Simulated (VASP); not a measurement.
Here is a VASP 6.6.1 calculation.

INCAR

```
SYSTEM = HfNb2CN2
PREC = Accurate ; ENCUT = 520
EDIFF = 1E-6 ; ISMEAR = 0
SIGMA = 0.1 ; LREAL = .FALSE.
LASPH = .TRUE. ; NELM = 100
ALGO = Normal ; ISIF = 2
LWAVE = .FALSE. ; LCHARG = .FALSE.
GGA = PE ; NBANDS = 34
```

File KPOINTS:

```
regular mesh
0
G
  6 6 6
  0 0 0
```

The input POSCAR:

```
HfNb2CN2
1.0
   -1.7295027148      1.7295027148      6.7010640945
    1.7295027148     -1.7295027148      6.7010640945
    1.7295027148      1.7295027148     -6.7010640945
Hf Nb C N
1 2 1 2
Direct
    0.0000000000      0.0000000000      0.0000000000
    0.3318005943      0.3318005943      0.0000000000
    0.6681994057      0.6681994057      0.0000000000
    0.5000000000      0.5000000000      0.0000000000
    0.7500000000      0.2500000000      0.5000000000
    0.2500000000      0.7500000000      0.5000000000
```

Potentials or basis: VASP PAW PBE potentials, release 64 (Hf_pv, Nb_sv, C, N).

Command:

```console
$ cat potpaw_PBE.64/Hf_pv/POTCAR potpaw_PBE.64/Nb_sv/POTCAR potpaw_PBE.64/C/POTCAR potpaw_PBE.64/N/POTCAR > POTCAR
$ mpirun -np 1 vasp_std > vasp.out
```

**Question.** What does it give for the pressure?

**Answer.** -0.6 GPa.

**Question.** Estimate the band gap on the k mesh.

**Answer.** Zero (band 25 reaches 9.24 eV, above the bottom of band 26 at 7.89 eV).

**Question.** Estimate the largest force.

**Answer.** 0.016 eV/Å.

Stress tensor (GPa, compression positive):
```
-0.59  0.00  0.00
 0.00 -0.59  0.00
 0.00  0.00 -0.49
```

Caveat: the k points lie up to 0.43 Å⁻¹ apart; spin-orbit coupling is left out, which moves the levels of the heavy elements.
